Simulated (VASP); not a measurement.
Crystal: TlCl.

```xyz
2
Lattice="3.7936 0.0000 0.0000 0.0000 3.7936 0.0000 0.0000 0.0000 3.7936" Properties=species:S:1:pos:R:3 pbc="T T T"
Tl    0.0000    0.0000    0.0000
Cl    1.8968    1.8968    1.8968
```

Base run:

```yaml
Program: VASP 6.6.1
Functional: PBE
Potentials_or_basis: VASP PAW PBE potentials, release 64 (Tl_d, Cl)
Cutoff: 500 eV
k_mesh: 6 × 6 × 6
Occupations: gaussian, width 0.01 eV
Spin: no spin polarisation
```

Its results: band gap on the k mesh 2.00 eV; pressure 2.2 GPa.

**Question.** The run is repeated on the same cell with these changes: functional from PBE to r2SCAN; cutoff from 500 eV to 550 eV. What comes out?

**Answer.** Band gap on the k mesh 2.43 eV; pressure 1.0 GPa.

Caveats: spin-orbit coupling is left out, which moves the levels of the heavy elements; the PAW data sets were made with another functional, which shifts forces and pressure a little (at least some runs).

A k mesh can miss the band edges.
